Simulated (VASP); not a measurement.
# SrVO3 (Pm-3m) in VASP: a series of runs

Runs on SrVO3. Level: PBE+U. Tasks: single point.

Everything below comes from runs of VASP 6.6.1. Logs are shortened: lines on timing, memory, paths and dates and some standing lists are left out, and cuts for length are marked.

## (1) The cell of the first run

Symmetry: Pm-3m, No. 221, cubic system. The conventional cell has a = 3.842 Å, b = 3.842 Å, c = 3.842 Å, α = 90.00°, β = 90.00°, γ = 90.00°. Within 3.6 Å of Sr (site symmetry m-3m) lie 12 O at 2.72 Å and 8 V at 3.33 Å. Within 2.5 Å of V (site symmetry m-3m) lie 6 O at 1.92 Å. O (site symmetry 4/mmm) has 2 V at 1.92 Å within 2.5 Å.

## (2) Single point, PBE+U, collinear spin, ferromagnetic start

INCAR

```
SYSTEM = SrVO3
  ALGO = Normal
  EDIFF = 1E-6
  ENCUT = 910
  GGA = PE
  GGA_COMPAT = .FALSE.
  ISIF = 2
  ISMEAR = -1
  ISPIN = 2
  LASPH = .TRUE.
  LCHARG = .FALSE.
  LDAU = .TRUE.
  LDAUJ = 0 0 0
  LDAUL = -1 2 -1
  LDAUPRINT = 1
  LDAUTYPE = 2
  LDAUU = 0 6.2 0
  LMAXMIX = 4
  LORBIT = 11
  LREAL = .FALSE.
  LWAVE = .FALSE.
  MAGMOM = 0 0.95 0 0 0
  NBANDS = 32
  NELM = 200
  NUPDOWN = 0.95
  PREC = Accurate
  SIGMA = 0.1
```

KPOINTS

```
k-points
0
G
  5 5 5
  0 0 0
```

POSCAR

```
SrVO3
1.0
    3.8425000000      0.0000000000      0.0000000000
    0.0000000000      3.8425000000      0.0000000000
    0.0000000000      0.0000000000      3.8425000000
Sr V O
1 1 3
Direct
    0.0000000000      0.0000000000      0.0000000000
    0.5000000000      0.5000000000      0.5000000000
    0.5000000000      0.0000000000      0.5000000000
    0.0000000000      0.5000000000      0.5000000000
    0.5000000000      0.5000000000      0.0000000000
```

Potentials or basis: VASP PAW PBE potentials, release 64 (Sr_sv, V_sv, O_h).

Run with:

```sh
$ cat potpaw_PBE.64/Sr_sv/POTCAR potpaw_PBE.64/V_sv/POTCAR potpaw_PBE.64/O_h/POTCAR > POTCAR
$ mpirun -np 1 vasp_std > vasp.out
```

OUTCAR:

```text
SYSTEM = SrVO3
   EDIFF = 1E-6
   ENCUT = 910
   GGA = PE
   ISIF = 2
   ISMEAR = -1
   ISPIN = 2
   LASPH = .TRUE.
   LORBIT = 11
   LREAL = .FALSE.
   NELM = 200
   NUPDOWN = 0.95
   PREC = Accurate

 ion  position               nearest neighbor table
   1  0.000  0.000  0.000-   3 2.72   4 2.72   5 2.72   3 2.72   4 2.72   4 2.72   5 2.72   4 2.72
                             3 2.72   5 2.72   3 2.72   5 2.72   2 3.33   2 3.33   2 3.33   2 3.33
   2  0.500  0.500  0.500-   3 1.92   4 1.92   5 1.92   5 1.92   3 1.92   4 1.92   1 3.33   1 3.33
                             1 3.33   1 3.33   1 3.33   1 3.33   1 3.33   1 3.33
   3  0.500  0.000  0.500-   2 1.92   2 1.92   1 2.72   1 2.72   1 2.72   1 2.72
   4  0.000  0.500  0.500-   2 1.92   2 1.92   1 2.72   1 2.72   1 2.72   1 2.72
   5  0.500  0.500  0.000-   2 1.92   2 1.92   1 2.72   1 2.72   1 2.72   1 2.72

  LATTYP: Found a simple cubic cell.
 ALAT       =     3.8425000000

  Lattice vectors:

 A1 = (   3.8425000000,   0.0000000000,   0.0000000000)
 A2 = (   0.0000000000,   3.8425000000,   0.0000000000)
 A3 = (   0.0000000000,   0.0000000000,   3.8425000000)

Analysis of symmetry for initial positions (statically):
=====================================================================
 Subroutine PRICEL returns:
 Original cell was already a primitive cell.

 Routine SETGRP: Setting up the symmetry group for a
 simple cubic supercell.

 Subroutine GETGRP returns: Found 48 space group operations
 (whereof 48 operations were pure point group operations)
 out of a pool of 48 trial point group operations.

The static configuration has the point symmetry O_h .

Analysis of symmetry for dynamics (positions and initial velocities):
=====================================================================
 Subroutine PRICEL returns:
 Original cell was already a primitive cell.

 Routine SETGRP: Setting up the symmetry group for a
 simple cubic supercell.

 Subroutine GETGRP returns: Found 48 space group operations
 (whereof 48 operations were pure point group operations)
 out of a pool of 48 trial point group operations.

The dynamic configuration has the point symmetry O_h .

Analysis of structural, dynamic, and magnetic symmetry:
=====================================================================
 Subroutine PRICEL returns:
 Original cell was already a primitive cell.

 Routine SETGRP: Setting up the symmetry group for a
 simple cubic supercell.

 Subroutine GETGRP returns: Found 48 space group operations
 (whereof 48 operations were pure point group operations)
 out of a pool of 48 trial point group operations.

The overall configuration has the point symmetry O_h .

 Subroutine INISYM returns: Found 48 space group operations
 (whereof 48 operations are pure point group operations),
 and found     1 'primitive' translations

----------------------------------------------------------------------------------------

                                     Primitive cell

  volume of cell :      56.7338

  direct lattice vectors                    reciprocal lattice vectors
     3.842500000  0.000000000  0.000000000     0.260247235  0.000000000  0.000000000
     0.000000000  3.842500000  0.000000000     0.000000000  0.260247235  0.000000000
     0.000000000  0.000000000  3.842500000     0.000000000  0.000000000  0.260247235

  length of vectors
     3.842500000  3.842500000  3.842500000     0.260247235  0.260247235  0.260247235

  position of ions in fractional coordinates (direct lattice)
     0.000000000  0.000000000  0.000000000
     0.500000000  0.500000000  0.500000000
     0.500000000  0.000000000  0.500000000
     0.000000000  0.500000000  0.500000000
     0.500000000  0.500000000  0.000000000

  ion indices of the primitive-cell ions
   primitive index   ion index
                 1           1
                 2           2
                 3           3
                 4           4
                 5           5

----------------------------------------------------------------------------------------

 KPOINTS: k-points

Automatic generation of k-mesh.
 Grid dimensions read from file:
 generate k-points for:    5    5    5

 Generating k-lattice:

  Cartesian coordinates                     Fractional coordinates (reciprocal lattice)
     0.052049447  0.000000000  0.000000000     0.200000000  0.000000000  0.000000000
     0.000000000  0.052049447  0.000000000     0.000000000  0.200000000  0.000000000
     0.000000000  0.000000000  0.052049447     0.000000000  0.000000000  0.200000000

[... 36 lines left out ...]
   LNONCOLLINEAR =      F non collinear calculations
   LSORBIT =      F    spin-orbit coupling
   LASPH  =      T    aspherical Exc in radial PAW
   ENCUT  =  910.0 eV  66.88 Ry    8.18 a.u.   9.45  9.45  9.45*2*pi/ulx,y,z
   NELM   =    200;   NELMIN=  2; NELMDL= -5     # of ELM steps
   EDIFF  = 0.1E-05   stopping-criterion for ELM
   LREAL  =      F    real-space projection
   EDIFFG = 0.1E-04   stopping-criterion for IOM
   NSW    =      0    number of steps for IOM
   IBRION =     -1    ionic relax: 0-MD 1-quasi-New 2-CG
   NFREE  =      0    steps in history (QN), initial steepest desc. (CG)
   ISIF   =      2    stress and relaxation
   ISYM   =      2    0-nonsym 1-usesym 2-fastsym
   POTIM  = 0.5000    time-step for ionic-motion
   TEBEG  =    0.0;   TEEND  =   0.0 temperature during run
   PSTRESS=    0.0 pullay stress
   NELECT =      41.0000    total number of electrons
   NUPDOWN=       0.9500    fix difference up-down
   EMIN   =  10.00;   EMAX   =-10.00  energy-range for DOS
   EFERMI =   0.00;   METHOD = LEGACY
   ISMEAR =    -1;   SIGMA  =   0.10  broadening in eV -4-tet -1-fermi 0-gaus
   EFERMI_NEDOS =   21; number of points for ismear=-14 and -15
   IALGO  =     38    algorithm
   IMIX   =      4    mixing-type and parameters
     AMIX     =   0.40;   BMIX     =  1.00
     AMIX_MAG =   1.60;   BMIX_MAG =  1.00
  volume/ion in A,a.u.               =      11.35        76.57
  Fermi-wavevector in a.u.,A,eV,Ry     =   1.469114  2.776223 29.365409  2.158297
  Thomas-Fermi vector in A             =   2.584531
   LORBIT       =     11    0 simple, 1 ext, 2 COOP (PROOUT), +10 PAW based schemes
 LDA+U is selected, type is set to LDAUTYPE =  2
   angular momentum for each species LDAUL =    -1    2   -1
   U (eV)           for each species LDAUU =   0.0  6.2  0.0
   J (eV)           for each species LDAUJ =   0.0  0.0  0.0
   GGA     = PE    functional components
   LHFCALC =     F    Hartree Fock is set to
   AEXX    =    0.0000 exact exchange contribution
   IVDW    =     0    specifies the selected vdW correction
   LEPSILON=     F    determine dielectric tensor
   LRPA    =     F    only Hartree local field effects (RPA)
 spin polarized calculation
  energy-cutoff  :      910.00
  volume of cell :       56.73
 maximum number of plane-waves:      3575
 NGX is ok and might be reduce to    40
   NGX = 19   NGY = 19   NGZ = 19

atom =   2  type =  2  l = 2

 onsite density matrix

spin component  1

  0.4641  0.0000  0.0000 -0.0000 -0.0000
  0.0000  0.4641 -0.0000 -0.0000 -0.0000
  0.0000 -0.0000  0.3029  0.0000 -0.0000
 -0.0000 -0.0000  0.0000  0.4641  0.0000
 -0.0000 -0.0000 -0.0000  0.0000  0.3029

spin component  2

  0.0934 -0.0000 -0.0000 -0.0000  0.0000
 -0.0000  0.0934  0.0000  0.0000  0.0000
 -0.0000  0.0000  0.2720 -0.0000 -0.0000
 -0.0000  0.0000 -0.0000  0.0934 -0.0000
  0.0000  0.0000 -0.0000 -0.0000  0.2720

 occupancies and eigenvectors

  o =  0.0934  v =  0.0000  0.0000  0.0000  0.0000  0.0000  1.0000  0.0000  0.0000  0.0000  0.0000      0.0000  0.0000  0.0000  0.0000  0.0000  0.0000  0.0000  0.0000  0.0000  0.0000
  o =  0.0934  v =  0.0000  0.0000  0.0000  0.0000  0.0000  0.0000  0.9965 -0.0000  0.0840  0.0000      0.0000  0.0000  0.0000  0.0000  0.0000  0.0000  0.0000  0.0000  0.0000  0.0000
  o =  0.0934  v =  0.0000  0.0000  0.0000  0.0000  0.0000  0.0000 -0.0840  0.0000  0.9965  0.0000      0.0000  0.0000  0.0000  0.0000  0.0000  0.0000  0.0000  0.0000  0.0000  0.0000
  o =  0.2720  v =  0.0000  0.0000  0.0000  0.0000  0.0000  0.0000 -0.0000  0.0057  0.0000 -1.0000      0.0000  0.0000  0.0000  0.0000  0.0000  0.0000  0.0000  0.0000  0.0000  0.0000
  o =  0.2720  v =  0.0000  0.0000  0.0000  0.0000  0.0000  0.0000 -0.0000 -1.0000  0.0000 -0.0057      0.0000  0.0000  0.0000  0.0000  0.0000  0.0000  0.0000  0.0000  0.0000  0.0000
  o =  0.3029  v =  0.0000 -0.0000  0.0067  0.0000 -1.0000  0.0000  0.0000  0.0000  0.0000  0.0000      0.0000  0.0000  0.0000  0.0000  0.0000  0.0000  0.0000  0.0000  0.0000  0.0000
  o =  0.3029  v =  0.0000  0.0000 -1.0000  0.0000 -0.0067  0.0000  0.0000  0.0000  0.0000  0.0000      0.0000  0.0000  0.0000  0.0000  0.0000  0.0000  0.0000  0.0000  0.0000  0.0000
  o =  0.4641  v =  0.0000 -0.0769 -0.0000 -0.9970 -0.0000  0.0000  0.0000  0.0000  0.0000  0.0000      0.0000  0.0000  0.0000  0.0000  0.0000  0.0000  0.0000  0.0000  0.0000  0.0000
  o =  0.4641  v =  1.0000  0.0000  0.0000  0.0000  0.0000  0.0000  0.0000  0.0000  0.0000  0.0000      0.0000  0.0000  0.0000  0.0000  0.0000  0.0000  0.0000  0.0000  0.0000  0.0000
  o =  0.4641  v =  0.0000 -0.9970 -0.0000  0.0769  0.0000  0.0000  0.0000  0.0000  0.0000  0.0000      0.0000  0.0000  0.0000  0.0000  0.0000  0.0000  0.0000  0.0000  0.0000  0.0000

 number of electron      40.9999991 magnetization       0.9500001

 Free energy of the ion-electron system (eV)
  ---------------------------------------------------
  ext. energy  EPLUGINS =         0.00000000
  ---------------------------------------------------
  free energy    TOTEN  =       -33.39602351 eV

  energy without entropy =      -33.35829635  energy(sigma->0) =      -33.37715993

 E-fermi :   7.9344     XC(G=0): -11.5708

 val. band max:        6.1202534701   @ k =   0.4000   0.2000   0.2000
 cond. band min:       6.6607148444   @ k =   0.4000   0.4000   0.0000
 fundamental gap:      0.5404613743
 Fermi energy:         6.2054294632

 spin component 1

 k-point     1 :       0.0000    0.0000    0.0000
  band No.  band energies     occupation
      1     -60.5395      1.00000
      2     -34.3347      1.00000
      3     -34.3347      1.00000
      4     -34.3347      1.00000
      5     -27.7389      1.00000
      6     -12.9165      1.00000
[... 339 lines left out ...]
     31      15.9571      0.00000
     32      19.3104      0.00000
 Fermi energy:         7.9343702940

 spin component 2

 k-point     1 :       0.0000    0.0000    0.0000
  band No.  band energies     occupation
      1     -59.3031      1.00000
      2     -33.1134      1.00000
      3     -33.1134      1.00000
      4     -33.1134      1.00000
      5     -27.7426      1.00000
      6     -13.0120      1.00000
[... 339 lines left out ...]
     31      15.9887      0.00000
     32      19.3056      0.00000

------------------------ aborting loop because EDIFF is reached ----------------------------------------

  FORCE on cell =-STRESS in cart. coord.  units (eV):
  Direction    XX          YY          ZZ          XY          YZ          ZX
  --------------------------------------------------------------------------------------
  -------------------------------------------------------------------------------------
  Total        3.8177281      3.8177281      3.8177281     -0.0000000     -0.0000000      0.0000000
  in kB      107.8136986    107.8136986    107.8136986     -0.0000000     -0.0000000      0.0000000
  external PRESSURE =     107.8136986 kB  Pullay stress =       0.0000000 kB

 VOLUME and BASIS-vectors are now :
 -----------------------------------------------------------------------------
  energy-cutoff  :      910.00
  volume of cell :       56.73
      direct lattice vectors                 reciprocal lattice vectors
     3.842500000  0.000000000  0.000000000     0.260247235  0.000000000  0.000000000
     0.000000000  3.842500000  0.000000000     0.000000000  0.260247235  0.000000000
     0.000000000  0.000000000  3.842500000     0.000000000  0.000000000  0.260247235

 POSITION                                       TOTAL-FORCE (eV/Angst)
 -----------------------------------------------------------------------------------
      0.00000      0.00000      0.00000         0.000000      0.000000      0.000000
      1.92125      1.92125      1.92125         0.000000      0.000000      0.000000
      1.92125      0.00000      1.92125         0.000000      0.000000      0.000000
      0.00000      1.92125      1.92125         0.000000      0.000000      0.000000
      1.92125      1.92125      0.00000         0.000000      0.000000      0.000000
 -----------------------------------------------------------------------------------
    total drift:                                0.000000      0.000000     -0.000000

  FREE ENERGIE OF THE ION-ELECTRON SYSTEM (eV)
  ---------------------------------------------------
  free  energy   TOTEN  =       -33.3960235088 eV

  energy  without entropy=      -33.3582963529  energy(sigma->0) =      -33.37715993

 total charge

# of ion       s       p       d       tot
------------------------------------------
    1        2.001   5.805   0.221   8.026
    2        2.297   6.366   2.789  11.452
    3        1.039   2.350   0.000   3.389
    4        1.039   2.350   0.000   3.389
    5        1.039   2.350   0.000   3.389
--------------------------------------------------
tot          7.415  19.221   3.010  29.646

 magnetization (x)

# of ion       s       p       d       tot
------------------------------------------
    1       -0.001  -0.003   0.000  -0.003
    2        0.010   0.013   1.170   1.193
    3       -0.002  -0.061   0.000  -0.064
    4       -0.002  -0.061   0.000  -0.064
    5       -0.002  -0.061   0.000  -0.064
--------------------------------------------------
tot          0.002  -0.175   1.170   0.997
```

Wall time 40 s (1 thread of Intel Xeon 6975P-C (Granite Rapids), shared host); peak memory 0.32 GiB.

Results:

- Free energy: -33.3960 eV
- Pressure: 10.8 GPa
- Net moment: 0.95 μB per cell
- Site moments: Sr -0.00; V +1.19; O -0.06 μB
- Valence electrons inside the program's atomic spheres: Sr 8.03; V 11.45; O 3.39

Eigenvalues of the final occupation matrices:
```tsv
site	spin	trace	eigenvalues
site 2 d	1	2.00	0.30 0.30 0.46 0.46 0.46
site 2 d	2	0.82	0.09 0.09 0.09 0.27 0.27
```

Caveat: the cutoff is under 1.25 times the usual one of these potentials, so pressure, stress and relaxed cells hold a basis-set (Pulay) error; the cell stands under pressure; the total moment is fixed, so each spin has its own Fermi level.

[end of part 1 of 3]
